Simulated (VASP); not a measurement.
# BiP (P-6m2) in VASP: a series of runs

BiP is run at these levels: PBEsol; tasks: relaxation of shape and atoms at fixed volume, relaxation of cell and atoms, single point.

Everything below comes from runs of VASP 6.6.1. Logs are shortened: lines on timing, memory, paths and dates and some standing lists are left out, and cuts for length are marked.

## Step 1: The cell of the first run

The structure is hexagonal, space group P-6m2 (No. 187). Conventional cell: a = 3.825 Å, b = 3.825 Å, c = 3.719 Å, α = 90.00°, β = 90.00°, γ = 120.00°. Bi (site symmetry -6m2) has 6 P at 2.89 Å and 8 Bi at 3.72 to 3.82 Å within 3.9 Å. Within 3.9 Å of P (site symmetry -6m2) lie 6 Bi at 2.89 Å and 8 P at 3.72 to 3.82 Å.

## Step 2: Relaxation of shape and atoms at fixed volume, PBEsol (23.55 Å³/atom)

Contents of INCAR:

```
SYSTEM = BiP
PREC = Accurate
ENCUT = 600
EDIFF = 1E-6
ISMEAR = 0
SIGMA = 0.05
LREAL = .False.
LASPH = .True.
NELM = 60
ALGO = Normal
ISIF = 4
LWAVE = .False.
LCHARG = .False.
GGA = PS
IBRION = 2
NSW = 60
EDIFFG = -0.01
```

Contents of KPOINTS:

```
Automatic mesh
0
Gamma
  10 10 8
  0 0 0
```

Contents of POSCAR:

```
BiP
1.0
    3.8245191474      0.0000000000      0.0000000000
   -1.9122595737      3.3121307389      0.0000000000
    0.0000000000      0.0000000000      3.7187999897
Bi P
1 1
Direct
    0.0000000000      0.0000000000      0.0000000000
    0.6666666667      0.3333333333      0.5000000000
```

Potentials or basis: VASP PAW PBE potentials, release 64 (Bi_d, P).

Run with:

```bash
$ cat potpaw_PBE.64/Bi_d/POTCAR potpaw_PBE.64/P/POTCAR > POTCAR
$ mpirun -np 1 vasp_std > vasp.out
```

OUTCAR:

```text
SYSTEM = BiP
   PREC = Accurate
   ENCUT = 600
   EDIFF = 1E-6
   ISMEAR = 0
   LREAL = .False.
   LASPH = .True.
   NELM = 60
   ISIF = 4
   GGA = PS
   IBRION = 2
   NSW = 60
   EDIFFG = -0.01

 ion  position               nearest neighbor table
   1  0.000  0.000  0.000-   2 2.89   2 2.89   2 2.89   2 2.89   2 2.89   2 2.89
   2  0.667  0.333  0.500-   1 2.89   1 2.89   1 2.89   1 2.89   1 2.89   1 2.89

  LATTYP: Found a hexagonal cell.
 ALAT       =     3.8245191474
 C/A-ratio  =     0.9723575295

  Lattice vectors:

 A1 = (   3.8245191474,   0.0000000000,   0.0000000000)
 A2 = (  -1.9122595737,   3.3121307389,   0.0000000000)
 A3 = (   0.0000000000,   0.0000000000,   3.7187999897)

Analysis of symmetry for initial positions (statically):
=====================================================================
 Subroutine PRICEL returns:
 Original cell was already a primitive cell.

 Routine SETGRP: Setting up the symmetry group for a
 hexagonal supercell.

 Subroutine GETGRP returns: Found 12 space group operations
 (whereof 12 operations were pure point group operations)
 out of a pool of 24 trial point group operations.

The static configuration has the point symmetry D_3h.

Analysis of symmetry for dynamics (positions and initial velocities):
=====================================================================
 Subroutine PRICEL returns:
 Original cell was already a primitive cell.

 Routine SETGRP: Setting up the symmetry group for a
 hexagonal supercell.

 Subroutine GETGRP returns: Found 12 space group operations
 (whereof 12 operations were pure point group operations)
 out of a pool of 24 trial point group operations.

The dynamic configuration has the point symmetry D_3h.

 Subroutine INISYM returns: Found 12 space group operations
 (whereof 12 operations are pure point group operations),
 and found     1 'primitive' translations

----------------------------------------------------------------------------------------

                                     Primitive cell

  volume of cell :      47.1072

  direct lattice vectors                    reciprocal lattice vectors
     3.824519147  0.000000000  0.000000000     0.261470779  0.150960225  0.000000000
    -1.912259574  3.312130739  0.000000000     0.000000000  0.301920449  0.000000000
     0.000000000  0.000000000  3.718799990     0.000000000  0.000000000  0.268903948

  length of vectors
     3.824519147  3.824519147  3.718799990     0.301920449  0.301920449  0.268903948

  position of ions in fractional coordinates (direct lattice)
     0.000000000  0.000000000  0.000000000
     0.666666667  0.333333333  0.500000000

  ion indices of the primitive-cell ions
   primitive index   ion index
                 1           1
                 2           2

----------------------------------------------------------------------------------------

 KPOINTS: Automatic mesh

Automatic generation of k-mesh.
 Grid dimensions read from file:
 generate k-points for:   10   10    8

 Generating k-lattice:

  Cartesian coordinates                     Fractional coordinates (reciprocal lattice)
     0.026147078  0.015096022  0.000000000     0.100000000  0.000000000  0.000000000
     0.000000000  0.030192045  0.000000000     0.000000000  0.100000000  0.000000000
     0.000000000  0.000000000  0.033612994     0.000000000  0.000000000  0.125000000

  Length of vectors
     0.030192045  0.030192045  0.033612994

  Shift w.r.t. Gamma in fractional coordinates (k-lattice)
     0.000000000  0.000000000  0.000000000

 Subroutine IBZKPT returns following result:
 ===========================================

 Found     70 irreducible k-points:

 Following reciprocal coordinates:
            Coordinates               Weight
  0.000000  0.000000  0.000000      1.000000
  0.100000  0.000000  0.000000      6.000000
  0.200000  0.000000  0.000000      6.000000
  0.300000  0.000000  0.000000      6.000000
  0.400000  0.000000  0.000000      6.000000
  0.500000  0.000000  0.000000      3.000000
[... 16 lines left out ...]
  0.300000  0.100000  0.125000     24.000000
  0.400000  0.100000  0.125000     24.000000
 [... further k-points ...]
   k-points           NKPTS =     70   k-points in BZ     NKDIM =     70   number of bands    NBANDS=     14
   number of dos      NEDOS =    301   number of ions     NIONS =      2
   total plane-waves  NPLWV =  30720
   dimension x,y,z NGX =    32 NGY =   32 NGZ =   30
   dimension x,y,z NGXF=    64 NGYF=   64 NGZF=   60
   ions per type =               1   1
   NGX,Y,Z   is equivalent  to a cutoff of  13.91, 13.91, 13.41 a.u.
   NGXF,Y,Z  is equivalent  to a cutoff of  27.82, 27.82, 26.82 a.u.
 SYSTEM =  BiP
   PREC   = accura    normal or accurate (medium, high low for compatibility)
   ISTART =      0    job   : 0-new  1-cont  2-samecut
   ICHARG =      2    charge: 1-file 2-atom 10-const
   ISPIN  =      1    spin polarized calculation?
   LNONCOLLINEAR =      F non collinear calculations
   LSORBIT =      F    spin-orbit coupling
   LASPH  =      T    aspherical Exc in radial PAW
   ENCUT  =  600.0 eV  44.10 Ry    6.64 a.u.   7.64  7.64  7.43*2*pi/ulx,y,z
   NELM   =     60;   NELMIN=  2; NELMDL= -5     # of ELM steps
   EDIFF  = 0.1E-05   stopping-criterion for ELM
   LREAL  =      F    real-space projection
   EDIFFG = -.1E-01   stopping-criterion for IOM
   NSW    =     60    number of steps for IOM
   IBRION =      2    ionic relax: 0-MD 1-quasi-New 2-CG
   NFREE  =      1    steps in history (QN), initial steepest desc. (CG)
   ISIF   =      4    stress and relaxation
   ISYM   =      2    0-nonsym 1-usesym 2-fastsym
   POTIM  = 0.5000    time-step for ionic-motion
   TEBEG  =    0.0;   TEEND  =   0.0 temperature during run
   PSTRESS=    0.0 pullay stress
   NELECT =      20.0000    total number of electrons
   NUPDOWN=      -1.0000    fix difference up-down
   EMIN   =  10.00;   EMAX   =-10.00  energy-range for DOS
   EFERMI =   0.00;   METHOD = LEGACY
   ISMEAR =     0;   SIGMA  =   0.05  broadening in eV -4-tet -1-fermi 0-gaus
   EFERMI_NEDOS =   21; number of points for ismear=-14 and -15
   IALGO  =     38    algorithm
   IMIX   =      4    mixing-type and parameters
     AMIX     =   0.40;   BMIX     =  1.00
     AMIX_MAG =   1.60;   BMIX_MAG =  1.00
  volume/ion in A,a.u.               =      23.55       158.95
  Fermi-wavevector in a.u.,A,eV,Ry     =   1.230427  2.325170 20.598542  1.513950
  Thomas-Fermi vector in A             =   2.365276
   LORBIT       =      0    0 simple, 1 ext, 2 COOP (PROOUT), +10 PAW based schemes
   GGA     = PS    functional components
   LHFCALC =     F    Hartree Fock is set to
   AEXX    =    0.0000 exact exchange contribution
   IVDW    =     0    specifies the selected vdW correction
   LEPSILON=     F    determine dielectric tensor
   LRPA    =     F    only Hartree local field effects (RPA)
 conjugate gradient relaxation of ions
 non-spin polarized calculation
 Gauss-broadening in eV      SIGMA  =   0.05
  energy-cutoff  :      600.00
  volume of cell :       47.11
 maximum number of plane-waves:      1593
 NGX is ok and might be reduce to    32
   NGX = 15   NGY = 15   NGZ = 15

--------------------------------------- Ionic step        1  -------------------------------------------

 number of electron      20.0000001 magnetization

 Free energy of the ion-electron system (eV)
  ---------------------------------------------------
  ext. energy  EPLUGINS =         0.00000000
  ---------------------------------------------------
  free energy    TOTEN  =        -9.57438338 eV

  energy without entropy =       -9.57298592  energy(sigma->0) =       -9.57368465

------------------------ aborting loop because EDIFF is reached ----------------------------------------

  FORCE on cell =-STRESS in cart. coord.  units (eV):
  Direction    XX          YY          ZZ          XY          YZ          ZX
  --------------------------------------------------------------------------------------
  -------------------------------------------------------------------------------------
  Total        0.4061998      0.4061998      0.6017213      0.0000000      0.0000000      0.0000000
  in kB       13.8153888     13.8153888     20.4653324      0.0000000      0.0000000      0.0000000
  external PRESSURE =      16.0320367 kB  Pullay stress =       0.0000000 kB

 VOLUME and BASIS-vectors are now :
 -----------------------------------------------------------------------------
  energy-cutoff  :      600.00
  volume of cell :       47.11
      direct lattice vectors                 reciprocal lattice vectors
     3.824519147  0.000000000  0.000000000     0.261470779  0.150960225  0.000000000
    -1.912259574  3.312130739  0.000000000     0.000000000  0.301920449  0.000000000
     0.000000000  0.000000000  3.718799990     0.000000000  0.000000000  0.268903948

 POSITION                                       TOTAL-FORCE (eV/Angst)
 -----------------------------------------------------------------------------------
      0.00000      0.00000      0.00000         0.000000     -0.000000      0.000000
      1.91226      1.10404      1.85940        -0.000000      0.000000      0.000000
 -----------------------------------------------------------------------------------
    total drift:                               -0.000000      0.000000     -0.000000

  FREE ENERGIE OF THE ION-ELECTRON SYSTEM (eV)
  ---------------------------------------------------
  free  energy   TOTEN  =        -9.5743833835 eV

  energy  without entropy=       -9.5729859200  energy(sigma->0) =       -9.57368465

--------------------------------------- Ionic step        2  -------------------------------------------

 number of electron      20.0000003 magnetization

 Free energy of the ion-electron system (eV)
  ---------------------------------------------------
  ext. energy  EPLUGINS =         0.00000000
  ---------------------------------------------------
  free energy    TOTEN  =        -9.57471983 eV

  energy without entropy =       -9.57320132  energy(sigma->0) =       -9.57396058

 E-fermi :   7.6081     XC(G=0): -10.5766

 val. band max:        7.5763805827   @ k =   0.0000   0.0000   0.3750
 cond. band min:       7.6227718323   @ k =   0.2000   0.1000   0.1250
 fundamental gap:      0.0463912496
 Fermi energy:         7.6080686024

 k-point     1 :       0.0000    0.0000    0.0000
  band No.  band energies     occupation
      1     -15.2385      2.00000
      2     -15.2093      2.00000
      3     -15.2093      2.00000
      4     -15.1481      2.00000
      5     -15.1481      2.00000
      6      -6.5130      2.00000
      7       1.9411      2.00000
      8       4.7921      2.00000
      9       6.5598      2.00000
     10       6.5598      2.00000
     11      10.3969      0.00000
     12      10.3969      0.00000
     13      11.4185      0.00000
     14      14.2374      0.00000

 k-point     2 :       0.1000    0.0000    0.0000
  band No.  band energies     occupation
      1     -15.2356      2.00000
      2     -15.2099      2.00000
      3     -15.2031      2.00000
      4     -15.1511      2.00000
      5     -15.1488      2.00000
      6      -6.3886      2.00000
      7       1.6449      2.00000
      8       4.9201      2.00000
      9       6.2876      2.00000
     10       6.3546      2.00000
     11      10.0175      0.00000
     12      10.8031      0.00000
     13      11.8232      0.00000
     14      13.9768      0.00000
[... 343 lines left out ...]
      1     -15.2237      2.00000
      2     -15.1901      2.00000
      3     -15.1786      2.00000
      4     -15.1601      2.00000
      5     -15.1571      2.00000
      6      -4.8343      2.00000
      7      -0.9767      2.00000
      8       4.1253      2.00000
      9       4.8438      2.00000
     10       7.5630      1.79804
     11       8.7105      0.00000
     12      11.0721      0.00000
     13      12.0540      0.00000
     14      13.5691      0.00000

 k-point    24 :       0.4000    0.1000    0.1250
  band No.  band energies     occupation
      1     -15.2270      2.00000
      2     -15.1847      2.00000
      3     -15.1798      2.00000
      4     -15.1617      2.00000
      5     -15.1485      2.00000
      6      -4.1623      2.00000
      7      -1.8704      2.00000
      8       3.8878      2.00000
      9       5.1638      2.00000
     10       7.2258      2.00000
     11       8.3148      0.00000
     12      11.3706      0.00000
     13      11.9842      0.00000
     14      13.1363      0.00000

 [... further k-points ...]
[... 5 lines left out ...]
  --------------------------------------------------------------------------------------
  -------------------------------------------------------------------------------------
  Total        0.4403879      0.4403879      0.4568146      0.0000000     -0.0000000     -0.0000000
  in kB       14.9781710     14.9781710     15.5368646      0.0000000     -0.0000000     -0.0000000
  external PRESSURE =      15.1644022 kB  Pullay stress =       0.0000000 kB

 VOLUME and BASIS-vectors are now :
 -----------------------------------------------------------------------------
  energy-cutoff  :      600.00
  volume of cell :       47.11
      direct lattice vectors                 reciprocal lattice vectors
     3.818516127  0.000000000  0.000000000     0.261881832  0.151197546  0.000000000
    -1.909258064  3.306931971 -0.000000000    -0.000000000  0.302395093  0.000000000
     0.000000000  0.000000000  3.730501697    -0.000000000  0.000000000  0.268060460

 POSITION                                       TOTAL-FORCE (eV/Angst)
 -----------------------------------------------------------------------------------
     -1.90926      3.30693     -0.00000         0.000000      0.000000      0.000000
      1.90926      1.10231      1.86525        -0.000000      0.000000      0.000000
 -----------------------------------------------------------------------------------
    total drift:                               -0.000000      0.000000     -0.000000

  FREE ENERGIE OF THE ION-ELECTRON SYSTEM (eV)
  ---------------------------------------------------
  free  energy   TOTEN  =        -9.5747198340 eV

  energy  without entropy=       -9.5732013247  energy(sigma->0) =       -9.57396058

 reached required accuracy - stopping structural energy minimisation
```

It took 65 s on 1 thread of Oxide Virtual Turin-like, shared host; peak memory 0.18 GiB.

What came out:

| Item | Value |
| --- | --- |
| Free energy | -9.5747 eV |
| Energy gained by relaxing | 0.2 meV/atom |
| Ionic steps | 2 |
| Pressure after relaxing | 1.5 GPa |
| Band gap on the k mesh | zero (bands 10 and 11 overlap by 3.28 eV) |

Step by step:
```
step  energy change (eV)  largest force (eV/Å)  pressure (GPa)  volume (Å³)
   1              0.0000                0.0000            1.60        47.11
   2             -0.0003                0.0000            1.52        47.11
```

Final structure:
```
Bi P
1.0
     3.81852    0.00000    0.00000
    -1.90926    3.30693    0.00000
     0.00000    0.00000    3.73050
Bi P
1 1
Cartesian
  -1.9093 3.3069 0.0000
  1.9093 1.1023 1.8653
```

Caveat: the PAW data sets were made with another functional, which shifts forces and pressure a little; spin-orbit coupling is left out, which moves the levels of the heavy elements.

## Step 3: Relaxation of cell and atoms, PBEsol

This run uses another cell than the first one, of 24.03 Å³/atom.

Contents of INCAR:

```
PREC = Accurate
ENCUT = 600
EDIFF = 1E-7
ISMEAR = 0
SIGMA = 0.05
LREAL = F
LASPH = T
NELM = 60
ALGO = Normal
ISIF = 3
LWAVE = F
LCHARG = F
GGA = PS
IBRION = 2
NSW = 50
EDIFFG = -0.01
```

Contents of KPOINTS:

```
regular mesh
0
Gamma
  10 10 8
```

Contents of POSCAR:

```
BiP
1.0
    3.8503612769      0.0000000000      0.0000000000
   -1.9251806384      3.3345106795      0.0000000000
    0.0000000000      0.0000000000      3.7439277789
Bi P
1 1
Direct
    0.0000000000      0.0000000000      0.0000000000
    0.6666666667      0.3333333333      0.5000000000
```

Potentials or basis: VASP PAW PBE potentials, release 64 (Bi_d, P).

Run with:

```bash
$ cat potpaw_PBE.64/Bi_d/POTCAR potpaw_PBE.64/P/POTCAR > POTCAR
$ mpirun -np 1 vasp_std > vasp.out
```

It took 71 s on 1 thread of Oxide Virtual Turin-like, shared host; peak memory 0.18 GiB.

The run converged. Its results:

- Free energy: -9.5793 eV
- Pressure after relaxing: 0.0 GPa
- Band gap on the k mesh: zero (bands 10 and 11 overlap by 3.09 eV)

Final structure:
```yaml
crystal:
  lattice:
    - [3.85036, 0.00000, 0.00000]
    - [-1.92518, 3.33451, 0.00000]
    - [0.00000, 0.00000, 3.74393]
  atoms:
    - { symbol: Bi, position: [0.00000, 0.00000, 0.00000] }
    - { symbol: P, position: [0.66667, 0.33333, 0.50000] }
```

Levels at points of the mesh, in eV from the Fermi level:
```csv
k point,band 6,band 7,band 8,band 9,band 10,band 11,band 12,band 13,band 14
"(0.00, 0.00, 0.00)",-13.95,-5.74,-2.69,-1.05,-1.05,2.75,2.75,3.86,6.58
"(0.50, 0.00, 0.00)",-11.78,-9.65,-2.81,-2.07,-0.66,1.95,2.18,4.15,5.55
"(0.00, 0.00, 0.50)",-11.82,-10.73,0.24,0.24,0.95,1.49,2.45,2.45,7.41
"(0.50, 0.00, 0.50)",-10.19,-9.17,-5.21,-4.99,-0.49,0.50,2.46,2.54,9.92
```

Caveat: the PAW data sets were made with another functional, which shifts forces and pressure a little; spin-orbit coupling is left out, which moves the levels of the heavy elements.

## Step 4: Relaxation of shape and atoms at fixed volume, PBEsol (24.51 Å³/atom)

This run uses another cell than the first one, of 24.51 Å³/atom.

Contents of INCAR:

```
SYSTEM = BiP
PREC = Accurate
ENCUT = 600
EDIFF = 1E-6
ISMEAR = 0
SIGMA = 0.05
LREAL = .FALSE.
LASPH = .TRUE.
NELM = 80
ALGO = Normal
ISIF = 4
LWAVE = .FALSE.
LCHARG = .FALSE.
GGA = PS
IBRION = 2
NSW = 60
EDIFFG = -0.01
```

Contents of KPOINTS:

```
Automatic mesh
0
G
  10 10 8
  0 0 0
```

Contents of POSCAR:

```
BiP
1.0
    3.8758611013      0.0000000000      0.0000000000
   -1.9379305506      3.3565941753      0.0000000000
    0.0000000000      0.0000000000      3.7687227252
Bi P
1 1
Direct
    0.0000000000      0.0000000000      0.0000000000
    0.6666666667      0.3333333333      0.5000000000
```

Run with:

```bash
$ cat potpaw_PBE.64/Bi_d/POTCAR potpaw_PBE.64/P/POTCAR > POTCAR
$ mpirun -np 1 vasp_std > vasp.out
```

Wall time 2.3 min (1 thread of Oxide Virtual Turin-like, shared host); peak memory 0.18 GiB.

It converged, with:

```yaml
Free_energy: -9.5760 eV
Energy_gained_by_relaxing: 0.1 meV/atom
Ionic_steps: 3
Pressure_after_relaxing: -1.2 GPa
Band_gap_on_the_k_mesh: zero (bands 10 and 11 overlap by 2.92 eV)
```

Step by step:
| step | energy change (eV) | largest force (eV/Å) | pressure (GPa) | volume (Å³) |
| --- | --- | --- | --- | --- |
| 1 | 0.0000 | 0.0000 | -1.23 | 49.03 |
| 2 | -0.0002 | 0.0000 | -1.19 | 49.03 |
| 3 | -0.0002 | 0.0000 | -1.17 | 49.03 |

Final structure:
```
Bi P
1.0
     3.88198    0.00000    0.00000
    -1.94099    3.36190    0.00000
     0.00000    0.00000    3.75684
Bi P
1 1
Cartesian
  0.0000 0.0000 0.0000
  1.9410 1.1206 1.8784
```

Levels at points of the mesh, in eV from the Fermi level:
| k point | band 7 | band 8 | band 9 | band 10 | band 11 | band 12 | band 13 | band 14 |
| --- | --- | --- | --- | --- | --- | --- | --- | --- |
| (0.00, 0.00, 0.00) | -5.83 | -2.59 | -1.05 | -1.05 | 2.69 | 2.69 | 3.91 | 6.51 |
| (0.50, 0.00, 0.00) | -9.58 | -2.77 | -2.07 | -0.61 | 1.94 | 2.18 | 4.19 | 5.44 |
| (0.00, 0.00, 0.50) | -10.61 | 0.23 | 0.23 | 0.85 | 1.37 | 2.37 | 2.37 | 7.39 |
| (0.50, 0.00, 0.50) | -9.13 | -5.09 | -4.89 | -0.48 | 0.50 | 2.45 | 2.51 | 9.76 |

Caveat: the PAW data sets were made with another functional, which shifts forces and pressure a little; spin-orbit coupling is left out, which moves the levels of the heavy elements.

(Part 1 of 2 ends here.)

The gap in the log of VASP goes by the Fermi energy; the results here count the filled bands.